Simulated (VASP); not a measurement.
# In2O3 (R-3c) in VASP: notebook

In2O3 is run at these levels: LDA; tasks: single point.

Program: VASP 6.6.1. These are calculated values, not measurements. Logs are shortened: lines on timing, memory, paths and dates and some standing lists are left out, and cuts for length are marked.

## 1. The cell of the first run

The structure is trigonal, space group R-3c (No. 167). Conventional cell: a = 5.243 Å, b = 5.243 Å, c = 14.372 Å, α = 90.00°, β = 90.00°, γ = 120.00°. In (site symmetry 3) has 6 O at 2.04 to 2.19 Å within 2.7 Å. Within 2.7 Å of O (site symmetry 2) lie 4 In at 2.04 to 2.19 Å and 2 O at 2.68 Å.

## 2. Single point, LDA (strain -0.040 along x and y, +0.000 along z)

The input, INCAR:

```
PREC = Accurate ; ENCUT = 520
EDIFF = 1E-7 ; ISMEAR = 0
SIGMA = 0.05 ; LREAL = False
LASPH = True ; NELM = 60
ALGO = Normal ; ISIF = 2
LWAVE = False ; LCHARG = False
GGA = CA ; NBANDS = 55
```

The input, KPOINTS:

```
Automatic mesh
0
Gamma
  6 6 6
```

The input, POSCAR:

```
In2O3
1.0
    2.6216569290      1.5136143337      4.7907162542
   -2.6216569290      1.5136143337      4.7907162542
    0.0000000000     -3.0272286674      4.7907162542
In O
4 6
Direct
    0.3576778379      0.3576778379      0.3576778379
    0.1423221621      0.1423221621      0.1423221621
    0.6423221621      0.6423221621      0.6423221621
    0.8576778379      0.8576778379      0.8576778379
    0.5455327428      0.9544672572      0.2500000000
    0.2500000000      0.5455327428      0.9544672572
    0.9544672572      0.2500000000      0.5455327428
    0.4544672572      0.0455327428      0.7500000000
    0.7500000000      0.4544672572      0.0455327428
    0.0455327428      0.7500000000      0.4544672572
```

Potentials or basis: VASP PAW LDA potentials, release 64 (In_d, O).

Run with:

```console
$ cat potpaw_LDA.64/In_d/POTCAR potpaw_LDA.64/O/POTCAR > POTCAR
$ mpirun -np 1 vasp_std > vasp.out
```

OUTCAR:

```text
PREC = Accurate
   ENCUT = 520
   EDIFF = 1E-7
   ISMEAR = 0
   LREAL = False
   LASPH = True
   NELM = 60
   ISIF = 2
   GGA = CA

 ion  position               nearest neighbor table
   1  0.358  0.358  0.358-  10 2.04   8 2.04   9 2.04   5 2.19   6 2.19   7 2.19   2 3.10   3 3.11
                             3 3.11   3 3.11   2 3.47   2 3.47   2 3.47   4 3.86   4 3.86   4 3.86
   2  0.142  0.142  0.142-   9 2.04   8 2.04  10 2.04   5 2.19   7 2.19   6 2.19   1 3.10   4 3.11
                             4 3.11   4 3.11   1 3.47   1 3.47   1 3.47   3 3.86   3 3.86   3 3.86
   3  0.642  0.642  0.642-   7 2.04   5 2.04   6 2.04   8 2.19   9 2.19  10 2.19   4 3.10   1 3.11
                             1 3.11   1 3.11   4 3.47   4 3.47   4 3.47   2 3.86   2 3.86   2 3.86
   4  0.858  0.858  0.858-   6 2.04   5 2.04   7 2.04   8 2.19  10 2.19   9 2.19   3 3.10   2 3.11
                             2 3.11   2 3.11   3 3.47   3 3.47   3 3.47   1 3.86   1 3.86   1 3.86
   5  0.546  0.954  0.250-   3 2.04   4 2.04   1 2.19   2 2.19
   6  0.250  0.546  0.954-   4 2.04   3 2.04   1 2.19   2 2.19
   7  0.954  0.250  0.546-   3 2.04   4 2.04   2 2.19   1 2.19
   8  0.454  0.046  0.750-   1 2.04   2 2.04   3 2.19   4 2.19
   9  0.750  0.454  0.046-   2 2.04   1 2.04   3 2.19   4 2.19
  10  0.046  0.750  0.454-   1 2.04   2 2.04   4 2.19   3 2.19

  LATTYP: Found a trigonal (rhomboedric) cell.
 ALAT       =     5.6670164666
 COS(alpha) =     0.5719714235

  Lattice vectors:

 A1 = (   2.6216569290,   1.5136143337,   4.7907162542)
 A2 = (  -2.6216569290,   1.5136143337,   4.7907162542)
 A3 = (   0.0000000000,  -3.0272286674,   4.7907162542)

Analysis of symmetry for initial positions (statically):
=====================================================================
 Subroutine PRICEL returns:
 Original cell was already a primitive cell.

 Routine SETGRP: Setting up the symmetry group for a
 trigonal (rhombohedral) supercell.

 Subroutine GETGRP returns: Found 12 space group operations
 (whereof  6 operations were pure point group operations)
 out of a pool of 12 trial point group operations.

The static configuration has the point symmetry S_6 .
 The point group associated with its full space group is D_3d.

Analysis of symmetry for dynamics (positions and initial velocities):
=====================================================================
 Subroutine PRICEL returns:
 Original cell was already a primitive cell.

 Routine SETGRP: Setting up the symmetry group for a
 trigonal (rhombohedral) supercell.

 Subroutine GETGRP returns: Found 12 space group operations
 (whereof  6 operations were pure point group operations)
 out of a pool of 12 trial point group operations.
[... 130 lines left out ...]
   NUPDOWN=      -1.0000    fix difference up-down
   EMIN   =  10.00;   EMAX   =-10.00  energy-range for DOS
   EFERMI =   0.00;   METHOD = LEGACY
   ISMEAR =     0;   SIGMA  =   0.05  broadening in eV -4-tet -1-fermi 0-gaus
   EFERMI_NEDOS =   21; number of points for ismear=-14 and -15
   IALGO  =     38    algorithm
   IMIX   =      4    mixing-type and parameters
     AMIX     =   0.40;   BMIX     =  1.00
     AMIX_MAG =   1.60;   BMIX_MAG =  1.00
  volume/ion in A,a.u.               =      11.41        76.97
  Fermi-wavevector in a.u.,A,eV,Ry     =   1.501487  2.837398 30.673817  2.254462
  Thomas-Fermi vector in A             =   2.612851
   LORBIT       =      0    0 simple, 1 ext, 2 COOP (PROOUT), +10 PAW based schemes
   GGA     = CA    functional components
   LHFCALC =     F    Hartree Fock is set to
   AEXX    =    0.0000 exact exchange contribution
   IVDW    =     0    specifies the selected vdW correction
   LEPSILON=     F    determine dielectric tensor
   LRPA    =     F    only Hartree local field effects (RPA)
 non-spin polarized calculation
 Gauss-broadening in eV      SIGMA  =   0.05
  energy-cutoff  :      520.00
  volume of cell :      114.06
 maximum number of plane-waves:      3101
   NGX = 21   NGY = 21   NGZ = 21

 number of electron      87.9999972 magnetization

 Free energy of the ion-electron system (eV)
  ---------------------------------------------------
  ext. energy  EPLUGINS =         0.00000000
  ---------------------------------------------------
  free energy    TOTEN  =       -62.93811041 eV

  energy without entropy =      -62.93811041  energy(sigma->0) =      -62.93811041

 E-fermi :   7.0196     XC(G=0): -12.2905

 val. band max:        6.7450911926   @ k =   0.0000   0.0000   0.0000
 cond. band min:       8.5261776563   @ k =   0.0000   0.0000   0.0000
 fundamental gap:      1.7810864637
 Fermi energy:         7.0195651041

 k-point     1 :       0.0000    0.0000    0.0000
  band No.  band energies     occupation
      1     -11.5786      2.00000
      2     -10.4346      2.00000
      3     -10.4346      2.00000
      4     -10.1232      2.00000
      5     -10.1215      2.00000
      6     -10.1215      2.00000
[... 1381 lines left out ...]
     54      17.6255      0.00000
     55      18.4174      0.00000

 [... further k-points ...]

------------------------ aborting loop because EDIFF is reached ----------------------------------------

  FORCE on cell =-STRESS in cart. coord.  units (eV):
  Direction    XX          YY          ZZ          XY          YZ          ZX
  --------------------------------------------------------------------------------------
  -------------------------------------------------------------------------------------
  Total       17.3387871     17.3387871      9.3082642      0.0000000      0.0000000     -0.0000000
  in kB      243.5490865    243.5490865    130.7484337      0.0000000      0.0000000     -0.0000000
  external PRESSURE =     205.9488689 kB  Pullay stress =       0.0000000 kB

 VOLUME and BASIS-vectors are now :
 -----------------------------------------------------------------------------
  energy-cutoff  :      520.00
  volume of cell :      114.06
      direct lattice vectors                 reciprocal lattice vectors
     2.621656929  1.513614334  4.790716254     0.190719081  0.110111713  0.069579018
    -2.621656929  1.513614334  4.790716254    -0.190719081  0.110111713  0.069579018
     0.000000000 -3.027228667  4.790716254     0.000000000 -0.220223425  0.069579018

 POSITION                                       TOTAL-FORCE (eV/Angst)
 -----------------------------------------------------------------------------------
      0.00000      0.00000      5.14060         0.000000     -0.000000     -0.271284
      0.00000      0.00000      2.04548         0.000000     -0.000000      0.271284
      0.00000      0.00000      9.23155         0.000000     -0.000000      0.271284
      0.00000      0.00000     12.32667         0.000000     -0.000000     -0.271284
     -1.07209      1.51361      8.38375        -0.178875     -0.000000     -0.000000
     -0.77479     -1.68526      8.38375         0.089437     -0.154910     -0.000000
      1.84687      0.17165      8.38375         0.089437      0.154910     -0.000000
      1.07209     -1.51361      5.98840         0.178875     -0.000000      0.000000
      0.77479      1.68526      5.98840        -0.089437      0.154910     -0.000000
     -1.84687     -0.17165      5.98840        -0.089437     -0.154910     -0.000000
 -----------------------------------------------------------------------------------
    total drift:                                0.000000     -0.000000      0.000000

  FREE ENERGIE OF THE ION-ELECTRON SYSTEM (eV)
  ---------------------------------------------------
  free  energy   TOTEN  =       -62.9381104134 eV

  energy  without entropy=      -62.9381104134  energy(sigma->0) =      -62.93811041
```

It took 5.5 min on 1 thread of Intel Xeon Platinum 8488C (Sapphire Rapids), shared host; peak memory 0.3 GiB.

What came out:

```yaml
Free_energy: -62.9381 eV
Pressure: 20.6 GPa
Largest_force: 0.271 eV/Å
Band_gap_on_the_k_mesh: 1.78 eV
```

Forces in eV/Å, atoms in the order of the input:
```
In   0.000  0.000 -0.271
In   0.000  0.000  0.271
In   0.000  0.000  0.271
In   0.000  0.000 -0.271
O   -0.179  0.000  0.000
O    0.089 -0.155  0.000
O    0.089  0.155  0.000
O    0.179  0.000  0.000
O   -0.089  0.155  0.000
O   -0.089 -0.155  0.000
```

Stress tensor (GPa, compression positive):
```
24.35  0.00  0.00
 0.00 24.35  0.00
 0.00  0.00 13.07
```

Caveat: the cell differs from its parent crystal (strain -0.040 along x and y, +0.000 along z); the stress differs along the axes, from 13 to 24 GPa; spin-orbit coupling is left out, which moves the levels of the heavy elements.

## 3. Single point, LDA (strain +0.000 along x and y, -0.040 along z)

The input, INCAR:

```
PREC = Accurate
ENCUT = 520
EDIFF = 1E-7
ISMEAR = 0
SIGMA = 0.05
LREAL = False
LASPH = True
NELM = 100
ALGO = Normal
ISIF = 2
LWAVE = False
LCHARG = True
GGA = CA
LELF = True
LVHAR = True
NBANDS = 55
```

KPOINTS is that of step 2.

Changes to POSCAR since step 2:

```diff
@@ -2,5 +2,5 @@
 1.0
-    2.6216569290      1.5136143337      4.7907162542
-   -2.6216569290      1.5136143337      4.7907162542
-    0.0000000000     -3.0272286674      4.7907162542
+    2.7308926344      1.5766815976      4.5990876040
+   -2.7308926344      1.5766815976      4.5990876040
+    0.0000000000     -3.1533631952      4.5990876040
 In O
```

Potentials or basis: VASP PAW LDA potentials, release 64 (In_d, O).

Run with:

```console
$ cat potpaw_LDA.64/In_d/POTCAR potpaw_LDA.64/O/POTCAR > POTCAR
$ mpirun -np 1 vasp_std > vasp.out
```

Wall time 4.4 min (1 thread of Intel Xeon Platinum 8488C (Sapphire Rapids), shared host); peak memory 0.29 GiB.

The run converged. Its results:

```yaml
Free_energy: -63.4559 eV
Pressure: 8.4 GPa
Largest_force: 0.554 eV/Å
Band_gap_on_the_k_mesh: 1.52 eV (least direct gap 1.60 eV)
```

Forces in eV/Å, atoms in the order of the input:
```
In   0.000  0.000  0.554
In   0.000  0.000 -0.554
In   0.000  0.000 -0.554
In   0.000  0.000  0.554
O    0.130  0.000  0.000
O   -0.065  0.113  0.000
O   -0.065 -0.113  0.000
O   -0.130  0.000  0.000
O    0.065 -0.113  0.000
O    0.065  0.113  0.000
```

Stress tensor (GPa, compression positive):
```
 6.32  0.00  0.00
 0.00  6.32  0.00
 0.00  0.00 12.64
```

Levels at points of the mesh, in eV from the valence-band top:
| k point | band 42 | band 43 | band 44 | band 45 | band 46 | band 47 |
| --- | --- | --- | --- | --- | --- | --- |
| (0.00, 0.00, 0.00) | -0.26 | -0.08 | -0.08 | 1.52 | 5.46 | 6.63 |
| (0.50, 0.00, 0.00) | -0.71 | -0.07 | -0.07 | 5.18 | 5.18 | 6.11 |
| (0.50, 0.50, 0.00) | -0.29 | -0.06 | -0.04 | 5.58 | 5.64 | 6.42 |
| (0.50, 0.50, 0.50) | -0.29 | -0.29 | -0.29 | 4.63 | 4.63 | 7.44 |

Caveat: the cell differs from its parent crystal (strain +0.000 along x and y, -0.040 along z); the stress differs along the axes, from 6 to 13 GPa; spin-orbit coupling is left out, which moves the levels of the heavy elements.
